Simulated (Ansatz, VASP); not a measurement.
PtSeS4: VASP beside Ansatz

```xyz
6
Lattice="-2.8828 2.8828 5.1244 2.8828 -2.8828 5.1244 2.8828 2.8828 -5.1244" Properties=species:S:1:pos:R:3 pbc="T T T"
Pt    0.0000    0.0000    5.1244
Se    0.0000    0.0000    0.0000
S     1.5138    1.5138   -1.1155
S    -1.3690    1.3690    6.2400
S     1.3690   -1.3690    6.2400
S     1.3690    1.3690    4.0089
```

Change from the starting cell: species swapped into the NaClO4 type (I-42m, No. 121).

Alike in both runs: functional PBE; k mesh 4 × 4 × 4; occupations gaussian, width 0.1 eV; no spin polarisation.

Ansatz relaxed the structure, and its values are those at the end. VASP's run is a single point on that final structure, the one shown.

|  | VASP | Ansatz |
| --- | --- | --- |
| version | VASP 6.6.1 | Ansatz 0.2.0 |
| potentials or method | VASP PAW PBE potentials, release 64 (Pt, Se, S), cutoff 520 eV | scalar-relativistic, plane waves, PAW |
| valence electrons in the cell | 40 | 58 |

|  | VASP | Ansatz | Ansatz less VASP |
| --- | --- | --- | --- |
| gap on the k mesh at the Fermi level (eV) | none | none | - |
| pressure (GPa) | -0.1 | 0.1 | +0.14 |
| rms of the force components (eV/Å) | 0.014 | 0.004 | -0.0099 |

A gap of «none» marks a metal or a gap that the smearing closes. VASP's potentials hold 40 valence electrons a cell and Ansatz's 58, so a difference there can come from the potentials and not from the codes.

The k mesh is coarse, so the values compare programs but aren't converged. Spin-orbit coupling is off throughout.
